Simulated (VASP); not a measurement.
Runs of VASP 6.6.1 on La. The structure is that of space group P6_3/mmc (No. 194), or close to it. The cells are those of the table. 

| task | cell | k mesh | cutoff (eV) | gap on the mesh (eV) | pressure (GPa) |
| --- | --- | --- | --- | --- | --- |
| single point | a = 3.716, b = 3.716, c = 5.980 Å, angles 90.0, 90.0, 120.0°, 2 atoms | 11 × 11 × 6 | 520 | none | 3.7 |
| single point | a = 3.877, b = 3.877, c = 6.240 Å, angles 90.0, 90.0, 120.0°, 2 atoms | 10 × 10 × 5 | 520 | none | 0.0 |
| single point | a = 3.877, b = 3.877, c = 6.240 Å, angles 90.0, 90.0, 120.0°, 2 atoms | 15 × 15 × 9 | 520 | none | (a) |
| relaxation of cell and atoms | relaxed from a = 3.754, b = 3.754, c = 6.131 Å, angles 90.0, 90.0, 120.0°, 2 atoms | 10 × 10 × 5 | 600 | none | 0.0 |

Alike in all rows: level BLYP; potentials or basis VASP PAW PBE potentials, release 64 (La); no spin polarisation; smearing fermi-dirac 0.1 eV.

Q: Fill in the values left out.

A: (a) -0.1.

Caveats: the PAW data sets were made with another functional, which shifts forces and pressure a little; spin-orbit coupling is left out, which moves the levels of the heavy elements.

A k mesh can miss the band edges, and the runs leave out spin-orbit coupling on La.

A gap of «none» marks levels without a gap at the run's occupations.
